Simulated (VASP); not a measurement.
A run of VASP 6.6.1 is set up as follows.

File INCAR:

```
  ALGO = Normal
  EDIFF = 1E-6
  EDIFFG = -0.03
  ENCUT = 520
  IBRION = 2
  ISIF = 2
  ISMEAR = -1
  ISPIN = 2
  LASPH = True
  LCHARG = False
  LORBIT = 11
  LREAL = False
  LWAVE = False
  MAGMOM = 1 1
  NELM = 150
  NSW = 80
  PREC = Accurate
  SIGMA = 0.02
```

File KPOINTS:

```
k-points
0
Gamma
  1 1 1
```

Contents of POSCAR:

```
O
1.0
    9.0000000000      0.0000000000      0.0000000000
    0.0000000000      9.5000000000      0.0000000000
    0.0000000000      0.0000000000     10.0000000000
O
2
Direct
    0.5000000000      0.5000000000      0.4385000000
    0.5000000000      0.5000000000      0.5615000000
```

Potentials or basis: VASP PAW LDA potentials, release 64 (O).

The run is started by

```bash
$ cat potpaw_LDA.64/O/POTCAR > POTCAR
$ mpirun -np 1 vasp_gam > vasp.out
```

Predict the site moments.

O +0.81 μB.

Estimate the gap between the frontier levels.

1.97 eV.

Predict the energy gained by relaxing.

1.5 meV/atom.

Final structure:
```
CELL_PARAMETERS angstrom
9.00000 0.00000 0.00000
0.00000 9.50000 0.00000
0.00000 0.00000 10.00000
ATOMIC_POSITIONS crystal
O 0.50000 0.50000 0.43896
O 0.50000 0.50000 0.56104
```

Caveat: the standard files for N, O and F lose accuracy on very short bonds.
